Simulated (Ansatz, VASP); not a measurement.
**One calculation of CdS, two programs**

Contents of INCAR:

```
SYSTEM = CdS
PREC = Accurate ; ENCUT = 520
EDIFF = 1E-6 ; ISMEAR = 0
SIGMA = 0.05 ; LREAL = .False.
LASPH = .True. ; NELM = 80
ALGO = Normal ; ISIF = 2
LWAVE = .False. ; LCHARG = .True.
LELF = .True. ; LVHAR = .True.
NBANDS = 16
```

KPOINTS

```
Automatic mesh
0
Gamma
  9 9 6
  0 0 0
```

The input POSCAR:

```
CdS
1.0
    4.2611695877      0.0000000000      0.0000000000
   -2.1305847939      3.6902811128      0.0000000000
    0.0000000000      0.0000000000      5.8041729400
Cd S
1 1
Direct
    0.0000000000      0.0000000000      0.4426919200
    0.7073060277      0.3536530139      0.4337970091
```

Input for Ansatz:

```yaml
crystal:
  lattice:
    - [4.2611695877, 0.0, 0.0]
    - [-2.1305847939, 3.6902811128, 0.0]
    - [0.0, 0.0, 5.80417294]
  atoms:
    - { symbol: Cd, position: [0.0, 0.0, 0.44269192] }
    - { symbol: S, position: [0.7073060277, 0.3536530139, 0.4337970091] }
basis:
  ecutwfc: 420
kpoints:
  mp_grid: { grid: [9, 9, 6] }
hamiltonian:
  xc: lda
scf:
  occupations: { method: gaussian, width: 0.05 }
output:
  forces: true
  stress: true
  eigenvalues: true
```

Change from the starting cell: all S atoms moved -0.150 Å, as atom 2 towards its neighbour atom 1 (Cd) at 2.461 Å.

Alike in both runs: task single point; functional LDA; k mesh 9 × 9 × 6; occupations gaussian, width 0.05 eV; no spin polarisation.

|  | VASP | Ansatz |
| --- | --- | --- |
| version | VASP 6.6.1 | Ansatz 0.2.0 |
| potentials or method | VASP PAW LDA potentials, release 64 (Cd, S), cutoff 520 eV | scalar-relativistic, plane waves, PAW |
| valence electrons in the cell | 18 | 26 |

|  | VASP | Ansatz | Ansatz less VASP |
| --- | --- | --- | --- |
| gap on the k mesh at the Fermi level (eV) | 1.11 | 1.08 | -0.027 |
| least direct gap on the mesh (eV) | 1.12 | 1.09 | -0.027 |
| pressure (GPa) | -1.8 | -2.1 | -0.24 |
| traceless stress, the component that is largest in VASP (GPa) | 1.74 | 1.99 | +0.254 |
| rms of the force components (eV/Å) | 0.463 | 0.440 | -0.0229 |

LDA's correlation is that of Perdew and Zunger in VASP and of Perdew and Wang (1992) in Ansatz. Atom by atom the forces differ by 0.023 eV/Å (rms over components). VASP's potentials hold 18 valence electrons a cell and Ansatz's 26, so a difference there can come from the potentials and not from the codes.
